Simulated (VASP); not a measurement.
ZrO2: vibrations by perturbation theory with LDA

Crystal: ZrO2.

```
Zr O
1.0
     0.00000    2.47170    2.47170
     2.47170    0.00000    2.47170
     2.47170    2.47170    0.00000
Zr O
1 2
Direct
  0.00000 0.00000 0.00000
  0.25000 0.25000 0.25000
  0.75000 0.75000 0.75000
```

```
Program                : VASP 6.6.1
Task                   : vibrations by perturbation theory
Functional             : LDA
Potentials or basis    : VASP PAW LDA potentials, release 64 (Zr_sv, O)
Cutoff                 : 600 eV
k mesh                 : 8 × 8 × 8
Occupations            : gaussian, width 0.01 eV
Spin                   : no spin polarisation
Dipole correction      : no
Further INCAR settings : ALGO = Normal; EDIFF = 1e-08; IBRION = 8; NSW = 1
```

- Electronic dielectric tensor (diagonal): 5.78
- Born charges (mean of the diagonal): Zr +5.76; O -2.88 e
- Highest phonon frequency at Γ, LO-TO splitting left out: 629 cm⁻¹

Phonon frequencies in cm⁻¹ (negative: imaginary):
```
              q point                    frequencies
(0.000, 0.000, 0.000)  0 0 0 324 324 324 629 629 629
```

Electronic dielectric tensor:
```
5.78 0.00 0.00
0.00 5.78 0.00
0.00 0.00 5.78
```

Born effective charge tensors (e):
atom 1, Zr
```
5.76 0.00 0.00
0.00 5.76 0.00
0.00 0.00 5.76
```
atom 2, O
```
-2.88  0.00  0.00
 0.00 -2.88  0.00
 0.00  0.00 -2.88
```
atom 3, O
```
-2.88  0.00  0.00
 0.00 -2.88  0.00
 0.00  0.00 -2.88
```

It took 6.7 min on 1 thread of AMD EPYC 9R45 96-Core Processor (Zen 5), with other jobs on the host, peak memory 0.28 GiB.

Caveat: the cell stands under pressure or tension, which shifts response properties.
